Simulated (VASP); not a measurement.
The system is TaN.

```
Ta N
1.0
     2.89829    0.00000    0.00000
    -1.44915    2.50999    0.00000
     0.00000    0.00000    2.84404
Ta N
1 1
Direct
  0.00000 0.00000 0.50000
  0.66667 0.33333 0.00000
```

Base run:

```yaml
Program: VASP 6.6.1
Functional: LDA
Potentials_or_basis: VASP PAW LDA potentials, release 64 (Ta_pv, N)
Cutoff: 520 eV
k_mesh: 10 × 10 × 9
Occupations: fermi-dirac, width 0.05 eV
Spin: no spin polarisation
```

Its results: band gap on the k mesh zero (band 8 reaches 8.74 eV, above the bottom of band 9 at 8.44 eV); pressure 5.3 GPa.

Problem. After a change of settings the same cell gave: band gap on the k mesh zero (band 9 reaches 12.93 eV, above the bottom of band 10 at 12.63 eV); pressure 4.6 GPa. Which change was it?
A. functional from LDA to PBEsol; potentials or basis from VASP PAW LDA potentials, release 64 (Ta_pv, N) to VASP PAW PBE potentials, release 64 (Ta_pv, N)
B. functional from LDA to PBE; potentials or basis from VASP PAW LDA potentials, release 64 (Ta_pv, N) to VASP PAW PBE potentials, release 64 (Ta_pv, N)
C. potentials or basis from VASP PAW LDA potentials, release 64 (Ta_pv, N) to VASP PAW LDA potentials, release 64 (Ta_sv_GW, N); cutoff from 520 eV to 600 eV; further incar settings from ALGO = Normal; EDIFF = 1e-06; NBANDS = 15 to ALGO = Normal; EDIFF = 1e-06; NBANDS = 16; valence electrons from 16 to 18

Solution. C.

Caveats: spin-orbit coupling is left out, which moves the levels of the heavy elements.
